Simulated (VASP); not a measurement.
# Au in VASP: notebook, part 2 of 2

VASP 6.6.1. Earlier steps stand in the parts before.

**3. Single point, PBE**

INCAR reads:

```
  ALGO = Normal
  DIPOL = 0.5 0.5 0.500
  EDIFF = 1E-7
  ENCUT = 520
  GGA = PE
  IDIPOL = 3
  ISIF = 2
  ISMEAR = -1
  LASPH = True
  LCHARG = False
  LDIPOL = True
  LREAL = False
  LWAVE = False
  NBANDS = 36
  NELM = 100
  PREC = Accurate
  SIGMA = 0.05
```

KPOINTS reads:

```
k-points
0
Gamma
  12 12 1
```

POSCAR reads:

```
Au
1.0
    2.9400990585      0.0000000000      0.0000000000
    0.0000000000      2.9400990585      0.0000000000
    0.0000000000      0.0000000000     24.3159000000
Au
5
Direct
    0.0000000000      0.0000000000      0.3302774727
    0.5000000000      0.5000000000      0.4144711898
    0.0000000000      0.0000000000      0.5000000007
    0.5000000000      0.5000000000      0.5855288090
    0.0000000000      0.0000000000      0.6697225279
```

Potentials or basis: VASP PAW PBE potentials, release 64 (Au).

Run with:

```bash
$ cat potpaw_PBE.64/Au/POTCAR > POTCAR
$ mpirun -np 1 vasp_std > vasp.out
```

OUTCAR:

```text
EDIFF = 1E-7
   ENCUT = 520
   GGA = PE
   ISIF = 2
   ISMEAR = -1
   LASPH = True
   LREAL = False
   NELM = 100
   PREC = Accurate

 ion  position               nearest neighbor table
   1  0.000  0.000  0.330-   2 2.92   2 2.92   2 2.92   2 2.92
   2  0.500  0.500  0.414-   1 2.92   1 2.92   1 2.92   1 2.92   3 2.94   3 2.94   3 2.94   3 2.94

   3  0.000  0.000  0.500-   4 2.94   4 2.94   4 2.94   4 2.94   2 2.94   2 2.94   2 2.94   2 2.94

   4  0.500  0.500  0.586-   5 2.92   5 2.92   5 2.92   5 2.92   3 2.94   3 2.94   3 2.94   3 2.94

   5  0.000  0.000  0.670-   4 2.92   4 2.92   4 2.92   4 2.92

  LATTYP: Found a simple tetragonal cell.
 ALAT       =     2.9400990585
 C/A-ratio  =     8.2704356269

  Lattice vectors:

 A1 = (   2.9400990585,   0.0000000000,   0.0000000000)
 A2 = (   0.0000000000,   2.9400990585,   0.0000000000)
 A3 = (   0.0000000000,   0.0000000000,  24.3159000000)

Analysis of symmetry for initial positions (statically):
=====================================================================
 Subroutine PRICEL returns:
 Original cell was already a primitive cell.

 Routine SETGRP: Setting up the symmetry group for a
 simple tetragonal supercell.

 Subroutine GETGRP returns: Found 16 space group operations
 (whereof 16 operations were pure point group operations)
 out of a pool of 16 trial point group operations.

The static configuration has the point symmetry D_4h.

Analysis of symmetry for dynamics (positions and initial velocities):
=====================================================================
 Subroutine PRICEL returns:
 Original cell was already a primitive cell.

 Routine SETGRP: Setting up the symmetry group for a
 simple tetragonal supercell.

 Subroutine GETGRP returns: Found 16 space group operations
 (whereof 16 operations were pure point group operations)
 out of a pool of 16 trial point group operations.

The dynamic configuration has the point symmetry D_4h.

 Subroutine INISYM returns: Found 16 space group operations
 (whereof 16 operations are pure point group operations),
 and found     1 'primitive' translations

[... 128 lines left out ...]
   IVDW    =     0    specifies the selected vdW correction
   LEPSILON=     F    determine dielectric tensor
   LRPA    =     F    only Hartree local field effects (RPA)
 non-spin polarized calculation
  energy-cutoff  :      520.00
  volume of cell :      210.19
 maximum number of plane-waves:      5723
 NGX is ok and might be reduce to    24
   NGX = 11   NGY = 11   NGZ = 91

 number of electron      54.9999992 magnetization

 dipolmoment           0.000000      0.000000     -0.000000 electrons x Angstroem

 Free energy of the ion-electron system (eV)
  ---------------------------------------------------
  ext. energy  EPLUGINS =         0.00000000
  ---------------------------------------------------
  free energy    TOTEN  =       -15.17150359 eV

  energy without entropy =      -15.16093121  energy(sigma->0) =      -15.16621740

 E-fermi :   0.7505     XC(G=0):  -5.9781

 val. band max:        0.6492146380   @ k =   0.5000   0.0833   0.0000
 cond. band min:       0.8034029677   @ k =   0.3333   0.2500   0.0000
 fundamental gap:      0.1541883297
 Fermi energy:         0.7504578494

 k-point     1 :       0.0000    0.0000    0.0000
  band No.  band energies     occupation
      1      -8.1625      2.00000
      2      -7.1099      2.00000
      3      -5.8728      2.00000
      4      -5.4637      2.00000
      5      -5.3902      2.00000
      6      -5.2540      2.00000
[... 925 lines left out ...]
     35       8.4035      0.00000
     36       8.8293      0.00000

 [... further k-points ...]

------------------------ aborting loop because EDIFF is reached ----------------------------------------

 vacuum level on the upper side and lower side of the slab       (xc-potential included)        -0.010        -0.010

  FORCE on cell =-STRESS in cart. coord.  units (eV):
  Direction    XX          YY          ZZ          XY          YZ          ZX
  --------------------------------------------------------------------------------------
  -------------------------------------------------------------------------------------
  Total       -2.3156744     -2.3156744     -0.1421350      0.0000000      0.0000000      0.0000000
  in kB      -17.6511825    -17.6511825     -1.0834216      0.0000000      0.0000000      0.0000000
  external PRESSURE =     -12.1285955 kB  Pullay stress =       0.0000000 kB

 VOLUME and BASIS-vectors are now :
 -----------------------------------------------------------------------------
  energy-cutoff  :      520.00
  volume of cell :      210.19
      direct lattice vectors                 reciprocal lattice vectors
     2.940099058  0.000000000  0.000000000     0.340124594  0.000000000  0.000000000
     0.000000000  2.940099058  0.000000000     0.000000000  0.340124594  0.000000000
     0.000000000  0.000000000 24.315900000     0.000000000  0.000000000  0.041125354

 POSITION                                       TOTAL-FORCE (eV/Angst)
 -----------------------------------------------------------------------------------
      0.00000      0.00000      8.03099         0.000000      0.000000      0.009311
      1.47005      1.47005     10.07824         0.000000     -0.000000      0.000031
      0.00000      0.00000     12.15795         0.000000      0.000000      0.000000
      1.47005      1.47005     14.23766         0.000000      0.000000     -0.000031
      0.00000      0.00000     16.28491         0.000000     -0.000000     -0.009311
 -----------------------------------------------------------------------------------
    total drift:                                0.000000     -0.000000     -0.000002

  FREE ENERGIE OF THE ION-ELECTRON SYSTEM (eV)
  ---------------------------------------------------
  free  energy   TOTEN  =       -15.1715035881 eV

  energy  without entropy=      -15.1609312075  energy(sigma->0) =      -15.16621740

 vacuum level on the upper side and lower side of the slab         5.797         5.797
```

OSZICAR:

```text
N       E                     dE             d eps       ncg     rms          rms(c)
DAV:   1     0.358676243666E+03    0.35868E+03   -0.24830E+04  2016   0.130E+03
DAV:   2    -0.151915931048E+01   -0.36020E+03   -0.33846E+03  2392   0.272E+02
DAV:   3    -0.161685659828E+02   -0.14649E+02   -0.14365E+02  2252   0.528E+01
[... 11 lines left out ...]
DAV:  15    -0.151714937099E+02   -0.11007E-04   -0.63888E-07  1708   0.224E-03    0.547E-04
DAV:  16    -0.151714980031E+02   -0.42932E-05   -0.14704E-07  1588   0.107E-03    0.283E-04
DAV:  17    -0.151715025812E+02   -0.45781E-05   -0.33321E-07  1584   0.116E-03    0.290E-04
DAV:  18    -0.151715035263E+02   -0.94516E-06   -0.90957E-08  1480   0.103E-03    0.149E-04
DAV:  19    -0.151715035881E+02   -0.61727E-07   -0.80024E-09  1496   0.388E-04
   1 F= -.15171504E+02 E0= -.15166217E+02  d E =-.105724E-01
```

Wall time 6.5 min (1 thread of Intel Xeon 8259CL, shared host); peak memory 0.41 GiB.

Results:

| Item | Value |
| --- | --- |
| Free energy | -15.1715 eV |
| Largest force | 0.009 eV/Å |
| Band gap on the k mesh | zero (an odd number of electrons rules out a gap without spin polarisation) |

Forces on the atoms (eV/Å):
```
Au   0.000  0.000  0.009
Au   0.000  0.000  0.000
Au   0.000  0.000  0.000
Au   0.000  0.000  0.000
Au   0.000  0.000 -0.009
```

Caveat: spin-orbit coupling is left out, which moves the levels of the heavy elements.

The gap in the log of VASP goes by the Fermi energy; the results here count the filled bands.